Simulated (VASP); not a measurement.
## Ge: single point with LDA

**Experimental background.**

“Temperature-dependent photoluminescence in Ge: experiment and theory”, 2020, arxiv:2003.00143 reports, for a bulk crystal of Ge at 0 K: band gap 0.744 eV (indirect).

Ge:

```xyz
2
Lattice="0.0000 2.8109 2.8109 2.8109 0.0000 2.8109 2.8109 2.8109 0.0000" Properties=species:S:1:pos:R:3 pbc="T T T"
Ge    4.2163    4.2163    4.2163
Ge    2.8109    2.8109    2.8109
```

* Program: VASP 6.6.1
* Task: single point
* Functional: LDA
* Potentials or basis: VASP PAW LDA potentials, release 64 (Ge_d)
* Cutoff: 520 eV
* k mesh: 8 × 8 × 8
* Occupations: fermi-dirac, width 0.05 eV
* Spin: no spin polarisation

```yaml
Pressure: 0.2 GPa
Band_gap_on_the_k_mesh: 0.03 eV, direct
```

Levels at points of the mesh, in eV from the valence-band top:
```
           k point  band 12  band 13  band 14  band 15  band 16  band 17
(0.00, 0.00, 0.00)     0.00     0.00     0.00     0.03     2.53     2.53
(0.50, 0.00, 0.00)    -7.73    -1.43    -1.43     0.12     3.73     3.73
(0.50, 0.50, 0.00)    -9.00    -3.14    -3.14     0.64     0.64     9.57
```

It took 11 s on 1 thread of Intel(R) Xeon(R) 6975P-C (Granite Rapids) (shared host), peak memory 0.14 GiB.

A measured gap of Ge is 0.744 eV (indirect; 0 K; “Temperature-dependent photoluminescence in Ge: experiment and theory”, 2020, arxiv:2003.00143); the calculated 0.03 eV misses it by -0.71 eV. 3 values of this kind are on record (0.666 to 0.807 eV); this one was drawn at random among those near their median. Spin-orbit coupling on Ge is left out. The value is that of LDA on a finite k mesh, which can miss the band edges, without temperature or zero-point motion. Semilocal functionals fall short of measured gaps as a rule.
